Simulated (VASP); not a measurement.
A run of VASP 6.6.1 is set up as follows.

File POSCAR:

```
As
1.0
    1.7950784285      1.0363890139      5.0542643309
   -1.7950784285      1.0363890139      5.0542643309
    0.0000000000     -2.0727780278      5.0542643309
As
2
Direct
    0.7883402482      0.7883402482      0.7883402482
    0.2116597518      0.2116597518      0.2116597518
```

INCAR.step1

```
PREC = Accurate
ENCUT = 520
ISMEAR = 1
SIGMA = 1.0
LREAL = False
LASPH = True
NELM = 60
NBANDS = 12
GGA = PE
ALGO = Normal
EDIFF = 1E-4
LWAVE = True
LCHARG = False
```

INCAR.step2

```
PREC = Accurate
ENCUT = 520
EDIFF = 1E-7
ISMEAR = 1
SIGMA = 1.0
LREAL = False
LASPH = True
NELM = 60
ALGO = Normal
ISIF = 2
LWAVE = False
LCHARG = False
METAGGA = R2SCAN
LMIXTAU = True
NBANDS = 12
ISTART = 1
```

File KPOINTS:

```
regular mesh
0
Gamma
  10 10 10
```

Potentials or basis: VASP PAW PBE potentials, release 64 (As).

Command:

```bash
$ cat potpaw_PBE.64/As/POTCAR > POTCAR
$ cp INCAR.step1 INCAR
$ mpirun -np 1 vasp_std > vasp.out
$ cp INCAR.step2 INCAR
$ mpirun -np 1 vasp_std > vasp.out
```

What does it give for the band gap on the k mesh?

0.60 eV (least direct gap 1.15 eV).

Estimate the largest force.

0.033 eV/Å.

Predict the pressure.

0.0 GPa.

Stress tensor (GPa, compression positive):
```
-0.03  0.00  0.00
 0.00 -0.03  0.00
 0.00  0.00  0.08
```

Caveat: so wide a smearing shifts energies and pressures; the PAW data sets were made with another functional, which shifts forces and pressure a little. A k mesh can miss the band edges.
